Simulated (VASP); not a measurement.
# WSe2 (P1) in VASP: single point with PBE

Aim: the single point of WSe2 with PBE.

All numbers are computed with VASP 6.6.1; they aren't measurements. Logs are shortened: lines on timing, memory, paths and dates and some standing lists are left out, and cuts for length are marked.

## 1. The cell of the first run

The typed cell holds 24 atoms: a = 8.747 Å, b = 8.747 Å, c = 8.747 Å, α = 60.00°, β = 60.00°, γ = 60.00°.

## 2. Single point, PBE

INCAR

```
PREC = Accurate
ENCUT = 520
EDIFF = 1E-6
ISMEAR = -1
SIGMA = 0.112
LREAL = Auto
LASPH = True
NELM = 80
ALGO = Normal
ISIF = 2
LWAVE = False
LCHARG = False
GGA = PE
NBANDS = 122
```

KPOINTS

```
regular mesh
0
Gamma
  2 2 2
```

POSCAR

```
WSe2
1.0
    0.0000000000      6.1849665128      6.1849665128
    6.1849665128      0.0000000000      6.1849665128
    6.1849665128      6.1849665128      0.0000000000
W Se
8 16
Direct
    0.0054735139     -0.0010919218     -0.0087317368
   -0.0012367892      0.0069900944      0.5044613408
   -0.0038017991      0.4996803125      0.0054674508
    0.0003954751      0.4894144526      0.4999592146
    0.5004404621     -0.0060314797      0.0110006254
    0.5048066135      0.0048989756      0.4925832652
    0.5036816276      0.5078392896     -0.0031885379
    0.5023044981      0.5038401572      0.4904504323
    0.1190571523      0.1224466613      0.1449386182
    0.3907038130      0.3767027671      0.3631528150
    0.1057125368      0.1149140417      0.6477188667
    0.3642128046      0.3729991092      0.8775560852
    0.1415024638      0.6197598632      0.1299880926
    0.3667641523      0.8681962932      0.3741245802
    0.1431736127      0.6114890019      0.6213852560
    0.3678431395      0.8773134808      0.8781744394
    0.6226455700      0.1232438362      0.1404869369
    0.8775622291      0.3925612200      0.3566756579
    0.6374618184      0.1212101955      0.6124041241
    0.8636560908      0.3688312613      0.8811037196
    0.6072176773      0.6380939964      0.1200874731
    0.8715948565      0.8783745213      0.3628611400
    0.6137774541      0.6413161642      0.6270858528
    0.8790314368      0.8596510570      0.8808747774
```

Potentials or basis: VASP PAW PBE potentials, release 64 (W_sv, Se).

The run is started by

```sh
> cat potpaw_PBE.64/W_sv/POTCAR potpaw_PBE.64/Se/POTCAR > POTCAR
> mpirun -np 1 vasp_std > vasp.out
```

OUTCAR:

```text
PREC = Accurate
   ENCUT = 520
   EDIFF = 1E-6
   ISMEAR = -1
   LREAL = Auto
   LASPH = True
   NELM = 80
   ISIF = 2
   GGA = PE

 ion  position               nearest neighbor table
   1  0.005  0.999  0.991-  11 2.46  16 2.59  20 2.65  22 2.65  24 2.69  13 2.71  17 2.74   9 2.80

   2  0.999  0.007  0.504-  11 2.56   9 2.57  19 2.58  14 2.63  24 2.69  18 2.76  15 2.83  22 2.84

   3  0.996  0.500  0.005-  18 2.51  24 2.57  12 2.63   9 2.70  15 2.75  20 2.77  21 2.78  13 2.79

   4  0.000  0.489  0.500-  18 2.60  13 2.65  11 2.68  20 2.72  15 2.76  23 2.77  22 2.78  10 2.79

   5  0.500  0.994  0.011-  21 2.55  14 2.60  24 2.71  12 2.71  17 2.72   9 2.72  16 2.73  19 2.85

   6  0.505  0.005  0.493-  17 2.51  23 2.60  22 2.62  19 2.63  10 2.66  16 2.75  14 2.81  11 2.86

   7  0.504  0.508  0.997-  21 2.55  20 2.58  13 2.59  10 2.62  16 2.64  23 2.64  17 2.75  12 2.81

   8  0.502  0.504  0.490-  15 2.57  14 2.60  10 2.62  21 2.65  18 2.68  19 2.73  23 2.76  12 2.77

   9  0.119  0.122  0.145-   2 2.57   3 2.70   5 2.72   1 2.80
  10  0.391  0.377  0.363-   8 2.62   7 2.62   6 2.66   4 2.79
  11  0.106  0.115  0.648-   1 2.46   2 2.56   4 2.68   6 2.86
  12  0.364  0.373  0.878-   3 2.63   5 2.71   8 2.77   7 2.81
  13  0.142  0.620  0.130-   7 2.59   4 2.65   1 2.71   3 2.79
  14  0.367  0.868  0.374-   5 2.60   8 2.60   2 2.63   6 2.81
[... 8 lines left out ...]
  23  0.614  0.641  0.627-   6 2.60   7 2.64   8 2.76   4 2.77
  24  0.879  0.860  0.881-   3 2.57   1 2.69   2 2.69   5 2.71

  LATTYP: Found a face centered cubic cell.
 ALAT       =    12.3699330256

  Lattice vectors:

 A1 = (   0.0000000000,   6.1849665128,   6.1849665128)
 A2 = (   6.1849665128,   0.0000000000,   6.1849665128)
 A3 = (   6.1849665128,   6.1849665128,   0.0000000000)

Analysis of symmetry for initial positions (statically):
=====================================================================
 Subroutine PRICEL returns:
 Original cell was already a primitive cell.

 Routine SETGRP: Setting up the symmetry group for a
 face centered cubic supercell.

 Subroutine GETGRP returns: Found  1 space group operations
 (whereof  1 operations were pure point group operations)
 out of a pool of 48 trial point group operations.

The static configuration has the point symmetry C_1 .

Analysis of symmetry for dynamics (positions and initial velocities):
=====================================================================
 Subroutine PRICEL returns:
 Original cell was already a primitive cell.

 Routine SETGRP: Setting up the symmetry group for a
 face centered cubic supercell.

 Subroutine GETGRP returns: Found  1 space group operations
 (whereof  1 operations were pure point group operations)
 out of a pool of 48 trial point group operations.

The dynamic configuration has the point symmetry C_1 .

 Subroutine INISYM returns: Found  1 space group operations
 (whereof  1 operations are pure point group operations),
 and found     1 'primitive' translations

----------------------------------------------------------------------------------------

                                     Primitive cell

  volume of cell :     473.1971

  direct lattice vectors                    reciprocal lattice vectors
     0.000000000  6.184966513  6.184966513    -0.080841181  0.080841181  0.080841181
     6.184966513  0.000000000  6.184966513     0.080841181 -0.080841181  0.080841181
     6.184966513  6.184966513  0.000000000     0.080841181  0.080841181 -0.080841181

  length of vectors
     8.746863525  8.746863525  8.746863525     0.140021034  0.140021034  0.140021034

  position of ions in fractional coordinates (direct lattice)
     0.005473514  0.998908078  0.991268263
     0.998763211  0.006990094  0.504461341
     0.996198201  0.499680312  0.005467451
     0.000395475  0.489414453  0.499959215
     0.500440462  0.993968520  0.011000625
     0.504806614  0.004898976  0.492583265
[... 16 lines left out ...]
     0.613777454  0.641316164  0.627085853
     0.879031437  0.859651057  0.880874777

  ion indices of the primitive-cell ions
   primitive index   ion index
                 1           1
                 2           2
                 3           3
                 4           4
                 5           5
                 6           6
[... 16 lines left out ...]
                23          23
                24          24

----------------------------------------------------------------------------------------

 KPOINTS: regular mesh

Automatic generation of k-mesh.
 Grid dimensions read from file:
 generate k-points for:    2    2    2

 Generating k-lattice:

  Cartesian coordinates                     Fractional coordinates (reciprocal lattice)
    -0.040420591  0.040420591  0.040420591     0.500000000  0.000000000  0.000000000
     0.040420591 -0.040420591  0.040420591     0.000000000  0.500000000  0.000000000
     0.040420591  0.040420591 -0.040420591     0.000000000  0.000000000  0.500000000

  Length of vectors
     0.070010517  0.070010517  0.070010517

  Shift w.r.t. Gamma in fractional coordinates (k-lattice)
     0.000000000  0.000000000  0.000000000

 Subroutine IBZKPT returns following result:
 ===========================================

 Found      8 irreducible k-points:

 Following reciprocal coordinates:
            Coordinates               Weight
  0.000000  0.000000  0.000000      1.000000
  0.500000  0.000000  0.000000      1.000000
  0.000000  0.500000  0.000000      1.000000
  0.000000  0.000000  0.500000      1.000000
  0.500000  0.500000  0.500000      1.000000
  0.500000  0.500000  0.000000      1.000000
  0.000000  0.500000  0.500000      1.000000
  0.500000  0.000000  0.500000      1.000000
   k-points           NKPTS =      8   k-points in BZ     NKDIM =      8   number of bands    NBANDS=    122
   number of dos      NEDOS =    301   number of ions     NIONS =     24
   total plane-waves  NPLWV = 343000
   dimension x,y,z NGX =    70 NGY =   70 NGZ =   70
   dimension x,y,z NGXF=   140 NGYF=  140 NGZF=  140
   ions per type =               8  16
   NGX,Y,Z   is equivalent  to a cutoff of  13.30, 13.30, 13.30 a.u.
   NGXF,Y,Z  is equivalent  to a cutoff of  26.61, 26.61, 26.61 a.u.
 SYSTEM =  unknown system
   PREC   = accura    normal or accurate (medium, high low for compatibility)
   ISTART =      0    job   : 0-new  1-cont  2-samecut
   ICHARG =      2    charge: 1-file 2-atom 10-const
   ISPIN  =      1    spin polarized calculation?
   LNONCOLLINEAR =      F non collinear calculations
   LSORBIT =      F    spin-orbit coupling
   LASPH  =      T    aspherical Exc in radial PAW
   ENCUT  =  520.0 eV  38.22 Ry    6.18 a.u.  16.26 16.26 16.26*2*pi/ulx,y,z
   NELM   =     80;   NELMIN=  2; NELMDL= -5     # of ELM steps
   EDIFF  = 0.1E-05   stopping-criterion for ELM
   LREAL  =      T    real-space projection
   EDIFFG = 0.1E-04   stopping-criterion for IOM
   NSW    =      0    number of steps for IOM
   IBRION =     -1    ionic relax: 0-MD 1-quasi-New 2-CG
   NFREE  =      0    steps in history (QN), initial steepest desc. (CG)
   ISIF   =      2    stress and relaxation
   ISYM   =      2    0-nonsym 1-usesym 2-fastsym
   POTIM  = 0.5000    time-step for ionic-motion
   TEBEG  =    0.0;   TEEND  =   0.0 temperature during run
   PSTRESS=    0.0 pullay stress
   NELECT =     208.0000    total number of electrons
   NUPDOWN=      -1.0000    fix difference up-down
   EMIN   =  10.00;   EMAX   =-10.00  energy-range for DOS
   EFERMI =   0.00;   METHOD = LEGACY
   ISMEAR =    -1;   SIGMA  =   0.11  broadening in eV -4-tet -1-fermi 0-gaus
   EFERMI_NEDOS =   21; number of points for ismear=-14 and -15
   IALGO  =     38    algorithm
   IMIX   =      4    mixing-type and parameters
     AMIX     =   0.40;   BMIX     =  1.00
     AMIX_MAG =   1.60;   BMIX_MAG =  1.00
  volume/ion in A,a.u.               =      19.72       133.05
  Fermi-wavevector in a.u.,A,eV,Ry     =   1.244749  2.352235 21.080881  1.549401
  Thomas-Fermi vector in A             =   2.379002
   LORBIT       =      0    0 simple, 1 ext, 2 COOP (PROOUT), +10 PAW based schemes
   GGA     = PE    functional components
   LHFCALC =     F    Hartree Fock is set to
   AEXX    =    0.0000 exact exchange contribution
   IVDW    =     0    specifies the selected vdW correction
   LEPSILON=     F    determine dielectric tensor
   LRPA    =     F    only Hartree local field effects (RPA)
 non-spin polarized calculation
  energy-cutoff  :      520.00
  volume of cell :      473.20
 maximum number of plane-waves:     12776
 NGX is ok and might be reduce to    70
   NGX = 33   NGY = 33   NGZ = 33

 number of electron     207.9999999 magnetization

 Free energy of the ion-electron system (eV)
  ---------------------------------------------------
  ext. energy  EPLUGINS =         0.00000000
  ---------------------------------------------------
  free energy    TOTEN  =      -154.07730739 eV

  energy without entropy =     -152.92492555  energy(sigma->0) =     -153.50111647

 E-fermi :   6.8423     XC(G=0): -10.9835

 val. band max:        6.8407322742   @ k =   0.5000   0.0000   0.0000
 cond. band min:       6.8458697598   @ k =   0.0000   0.0000   0.5000
 fundamental gap:      0.0051374856
 Fermi energy:         6.8423091862

 k-point     1 :       0.0000    0.0000    0.0000
  band No.  band energies     occupation
      1     -67.3905      2.00000
      2     -67.3348      2.00000
      3     -67.3150      2.00000
      4     -67.2961      2.00000
      5     -67.2858      2.00000
      6     -67.2820      2.00000
[... 108 lines left out ...]
    115       8.3775      0.00000
    116       8.4374      0.00000

 k-point     2 :       0.5000    0.0000    0.0000
  band No.  band energies     occupation
      1     -67.3905      2.00000
      2     -67.3348      2.00000
      3     -67.3150      2.00000
      4     -67.2961      2.00000
      5     -67.2858      2.00000
      6     -67.2820      2.00000
[... 108 lines left out ...]
    115       8.7354      0.00000
    116       8.7573      0.00000

 k-point     3 :       0.0000    0.5000    0.0000
  band No.  band energies     occupation
      1     -67.3905      2.00000
      2     -67.3348      2.00000
      3     -67.3150      2.00000
      4     -67.2961      2.00000
      5     -67.2858      2.00000
      6     -67.2820      2.00000
[... 108 lines left out ...]
    115       8.7533      0.00000
    116       8.8358      0.00000

 k-point     4 :       0.0000    0.0000    0.5000
  band No.  band energies     occupation
      1     -67.3905      2.00000
      2     -67.3348      2.00000
      3     -67.3150      2.00000
      4     -67.2961      2.00000
      5     -67.2858      2.00000
      6     -67.2820      2.00000
[... 108 lines left out ...]
    115       8.7358      0.00000
    116       8.8313      0.00000

 k-point     5 :       0.5000    0.5000    0.5000
  band No.  band energies     occupation
      1     -67.3905      2.00000
      2     -67.3348      2.00000
      3     -67.3150      2.00000
      4     -67.2961      2.00000
      5     -67.2858      2.00000
      6     -67.2820      2.00000
[... 108 lines left out ...]
    115       8.7812      0.00000
    116       8.8010      0.00000

 k-point     6 :       0.5000    0.5000    0.0000
  band No.  band energies     occupation
      1     -67.3905      2.00000
      2     -67.3348      2.00000
      3     -67.3150      2.00000
      4     -67.2961      2.00000
      5     -67.2858      2.00000
      6     -67.2820      2.00000
[... 108 lines left out ...]
    115       8.6738      0.00000
    116       8.7255      0.00000

 k-point     7 :       0.0000    0.5000    0.5000
  band No.  band energies     occupation
      1     -67.3905      2.00000
      2     -67.3348      2.00000
      3     -67.3150      2.00000
      4     -67.2961      2.00000
      5     -67.2858      2.00000
      6     -67.2820      2.00000
[... 108 lines left out ...]
    115       8.6860      0.00000
    116       8.7520      0.00000

 k-point     8 :       0.5000    0.0000    0.5000
  band No.  band energies     occupation
      1     -67.3905      2.00000
      2     -67.3348      2.00000
      3     -67.3150      2.00000
      4     -67.2961      2.00000
      5     -67.2858      2.00000
      6     -67.2820      2.00000
[... 108 lines left out ...]
    115       8.7044      0.00000
    116       8.7461      0.00000
 [bands above 116 left out]

------------------------ aborting loop because EDIFF is reached ----------------------------------------

  FORCE on cell =-STRESS in cart. coord.  units (eV):
  Direction    XX          YY          ZZ          XY          YZ          ZX
  --------------------------------------------------------------------------------------
  -------------------------------------------------------------------------------------
  Total        7.2473726      7.8819124      7.3119856      0.8063744     -3.9146731     -4.0529503
  in kB       24.5385627     26.6870231     24.7573330      2.7302680    -13.2545207    -13.7227076
  external PRESSURE =      25.3276396 kB  Pullay stress =       0.0000000 kB

 VOLUME and BASIS-vectors are now :
 -----------------------------------------------------------------------------
  energy-cutoff  :      520.00
  volume of cell :      473.20
      direct lattice vectors                 reciprocal lattice vectors
     0.000000000  6.184966513  6.184966513    -0.080841181  0.080841181  0.080841181
     6.184966513  0.000000000  6.184966513     0.080841181 -0.080841181  0.080841181
     6.184966513  6.184966513  0.000000000     0.080841181  0.080841181 -0.080841181

 POSITION                                       TOTAL-FORCE (eV/Angst)
 -----------------------------------------------------------------------------------
     12.30917      6.16481      6.21207         0.786974      0.771301     -0.879505
      3.16331      9.29739      6.22055        -0.313774     -0.092127     -0.462766
      3.12432      6.19527      9.25196        -0.711750     -0.306396      0.154413
      6.11924      3.09468      3.02946         0.417429      0.230356      0.291775
      6.21570      3.16325      9.24287         0.315981     -0.486044      0.388211
      3.07691      6.16882      3.15251         0.361154      0.100574     -0.383243
[... 16 lines left out ...]
      7.84502      7.67470      7.76271        -0.733569      0.344416     -0.111101
     10.76509     10.88496     10.75369         0.616637     -0.006986     -0.048603
 -----------------------------------------------------------------------------------
    total drift:                                0.007263     -0.001825     -0.018612

  FREE ENERGIE OF THE ION-ELECTRON SYSTEM (eV)
  ---------------------------------------------------
  free  energy   TOTEN  =      -154.0773073852 eV

  energy  without entropy=     -152.9249255478  energy(sigma->0) =     -153.50111647
```

Run time: 25 min. Hardware: 1 thread of Intel Xeon Platinum 8488C (Sapphire Rapids), shared host; peak memory 0.83 GiB.

What came out:

* Free energy: -154.0773 eV
* Pressure: 2.5 GPa
* Largest force: 1.917 eV/Å
* Band gap on the k mesh: zero (bands 104 and 105 overlap by 0.19 eV)

Forces on the atoms (eV/Å):
```
W    0.787  0.771 -0.880
W   -0.314 -0.092 -0.463
W   -0.712 -0.306  0.154
W    0.417  0.230  0.292
W    0.316 -0.486  0.388
W    0.361  0.101 -0.383
W   -0.359 -0.404 -0.525
W    0.015  0.616 -0.115
Se  -0.670 -0.598  0.342
Se   0.492  0.145 -0.905
Se  -0.808 -0.998  1.424
Se  -0.373  0.383  0.363
Se  -0.079 -0.572 -0.403
Se   0.348  0.456  0.674
Se   0.478 -1.006 -0.568
Se   0.370 -0.077  0.835
Se  -0.876 -1.196  0.101
Se   0.622  0.544 -0.519
Se   0.504  0.137 -0.244
Se   0.012  0.543  0.922
Se  -0.431  0.604  0.220
Se   0.017  0.868 -0.551
Se  -0.734  0.344 -0.111
Se   0.617 -0.007 -0.049
```

Stress tensor (GPa, compression positive):
```
 2.45  0.27 -1.37
 0.27  2.67 -1.33
-1.37 -1.33  2.48
```

Caveat: the k points lie up to 0.44 Å⁻¹ apart; the atoms stand as in a frame of molecular dynamics; the structure was generated, so it needn't be the stable form of WSe2; spin-orbit coupling is left out, which moves the levels of the heavy elements; forces of over 1 eV/Å act on the atoms, so gaps and moduli don't describe the material at rest.
